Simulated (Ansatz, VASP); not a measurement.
MgS: VASP beside Ansatz

File INCAR:

```
PREC = Accurate ; ENCUT = 520
EDIFF = 1E-7 ; ISMEAR = 0
SIGMA = 0.05 ; LREAL = False
LASPH = True ; NELM = 80
ALGO = Normal ; ISIF = 2
LWAVE = False ; LCHARG = True
GGA = CA ; LELF = True
LVHAR = True ; NBANDS = 11
```

File KPOINTS:

```
Automatic mesh
0
Gamma
  8 8 8
```

POSCAR

```
MgS
1.0
    0.0000000000      2.7317325000      2.5366087500
    2.7317325000      0.0000000000      2.5366087500
    2.7317325000      2.7317325000      0.0000000000
Mg S
1 1
Direct
    0.0000000000      0.0000000000      0.0000000000
    0.5000000000      0.5000000000      0.5000000000
```

Input for Ansatz:

```yaml
crystal:
  lattice:
    - [0.0, 2.7317325, 2.53660875]
    - [2.7317325, 0.0, 2.53660875]
    - [2.7317325, 2.7317325, 0.0]
  atoms:
    - { symbol: Mg, position: [0.0, 0.0, 0.0] }
    - { symbol: S, position: [0.5, 0.5, 0.5] }
basis:
  ecutwfc: 420
kpoints:
  mp_grid: { grid: [8, 8, 8] }
hamiltonian:
  xc: lda
scf:
  occupations: { method: gaussian, width: 0.05 }
output:
  forces: true
  stress: true
  eigenvalues: true
```

Change from the starting cell: strain +0.050 along x and y, -0.025 along z, atoms carried along.

Alike in both runs: task single point; functional LDA; k mesh 8 × 8 × 8; occupations gaussian, width 0.05 eV; no spin polarisation.

|  | VASP | Ansatz |
| --- | --- | --- |
| version | VASP 6.6.1 | Ansatz 0.2.0 |
| potentials or method | VASP PAW LDA potentials, release 64 (Mg, S), cutoff 520 eV | scalar-relativistic, plane waves, PAW |
| valence electrons in the cell | 8 | 16 |

Ansatz gave:

```
gap on the k mesh at the Fermi level (eV)                     : 2.15
least direct gap on the mesh (eV)                             : 2.84
pressure (GPa)                                                : -6.9
traceless stress, the component that is largest in VASP (GPa) : 3.45
```

**Question.** Which values does VASP return?

**Answer.** gap on the k mesh at the Fermi level (eV): 2.14; least direct gap on the mesh (eV): 2.85; pressure (GPa): -7.4; traceless stress, the component that is largest in VASP (GPa): 3.43.

LDA's correlation is that of Perdew and Zunger in VASP and of Perdew and Wang (1992) in Ansatz. VASP's potentials hold 8 valence electrons a cell and Ansatz's 16, so a difference there can come from the potentials and not from the codes.
